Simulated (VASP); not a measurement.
Runs of VASP 6.6.1 on KI. The structure is that of space group Fm-3m (No. 225), or close to it. The cells are those of the table. 

| task | level | cell | cutoff (eV) | gap on the mesh (eV) | pressure (GPa) | relaxed volume (Å³/atom) |
| --- | --- | --- | --- | --- | --- | --- |
| single point | PBE | a = 5.075 Å, angles 60.0°, 2 atoms | 520 | (a) | 0.1 | - |
| single point | revPBE+D3(BJ) | a = 4.978 Å, angles 60.0°, 2 atoms | 520 | 4.25 | 0.0 | - |
| relaxation of cell and atoms | revPBE+D3(BJ) | relaxed from a = 4.996 Å, angles 60.0°, 2 atoms | 600 | (b) | 0.0 | (c) |
| relaxation of cell and atoms | PBE | relaxed from a = 4.996 Å, angles 60.0°, 2 atoms | 600 | 3.85 | 0.0 | 46.46 |
| single point | r2SCAN+rVV10 | a = 4.953 Å, angles 60.0°, 2 atoms | 520 | 4.58 | 0.1 | - |
| relaxation of cell and atoms | r2SCAN+rVV10 | relaxed from a = 4.996 Å, angles 60.0°, 2 atoms | 600 | 4.56 | 0.0 | 43.23 |

Alike in all rows: potentials or basis VASP PAW PBE potentials, release 64 (K_sv, I); no spin polarisation; k mesh 4 × 4 × 4; smearing gaussian 0.01 eV.

Q: Estimate the missing entries.

A: (a) 3.86; (b) 4.24; (c) 43.81.

Caveats: spin-orbit coupling is left out, which moves the levels of the heavy elements; the PAW data sets were made with another functional, which shifts forces and pressure a little (some runs).

A k mesh can miss the band edges, and the runs leave out spin-orbit coupling on I.
